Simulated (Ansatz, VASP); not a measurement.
## SrO: VASP beside Ansatz

The input INCAR:

```
  PREC = Accurate
  ENCUT = 600
  EDIFF = 1E-6
  ISMEAR = 0
  SIGMA = 0.02
  LREAL = F
  LASPH = T
  NELM = 120
  ALGO = Normal
  ISIF = 2
  LWAVE = F
  LCHARG = F
  GGA = PE
  NBANDS = 15
  GGA_COMPAT = F
```

Contents of KPOINTS:

```
regular mesh
0
Gamma
  8 8 8
```

Contents of POSCAR:

```
SrO
1.0
    0.0000000000      2.5975406445      2.5975406445
    2.5975406445      0.0000000000      2.5975406445
    2.5975406445      2.5975406445      0.0000000000
Sr O
1 1
Direct
    0.0000000000      0.0000000000      0.0000000000
    0.5000000000      0.5000000000      0.5000000000
```

Input for Ansatz:

```yaml
crystal:
  lattice:
    - [0.0, 2.5975406448, 2.5975406448]
    - [2.5975406448, 0.0, 2.5975406448]
    - [2.5975406448, 2.5975406448, 0.0]
  atoms:
    - { symbol: Sr, position: [0.0, 0.0, 0.0] }
    - { symbol: O, position: [0.5, 0.5, 0.5] }
basis:
  ecutwfc: 420
kpoints:
  mp_grid: { grid: [8, 8, 8] }
  band_path:
    path:
      - [[0.0, 0.0, 0.0], [0.5, 0.0, 0.5], [0.625, 0.25, 0.625]]
      - [[0.375, 0.375, 0.75], [0.0, 0.0, 0.0], [0.5, 0.5, 0.5], [0.5, 0.25, 0.75], [0.5, 0.0, 0.5]]
    npoints: 10
hamiltonian:
  xc: pbe
  pseudopotentials: { kind: paw, azcp: { folder: soft_1 } }
scf:
  occupations: { method: gaussian, width: 0.02 }
  n_extra_bands: 7
output:
  forces: true
  stress: true
  eigenvalues: true
```

Alike in both runs: task single point; functional PBE; k mesh 8 × 8 × 8; occupations gaussian, width 0.02 eV; no spin polarisation.

|  | VASP | Ansatz |
| --- | --- | --- |
| version | VASP 6.6.1 | Ansatz 0.2.0 |
| potentials or method | VASP PAW PBE potentials, release 64 (Sr_sv, O), cutoff 600 eV | scalar-relativistic, plane waves, PAW |
| valence electrons in the cell | 16 | 16 |

|  | VASP | Ansatz | Ansatz less VASP |
| --- | --- | --- | --- |
| gap on the k mesh at the Fermi level (eV) | 3.28 | 3.33 | +0.045 |
| least direct gap on the mesh (eV) | 3.39 | 3.42 | +0.036 |
| pressure (GPa) | 0.4 | 0.0 | -0.41 |
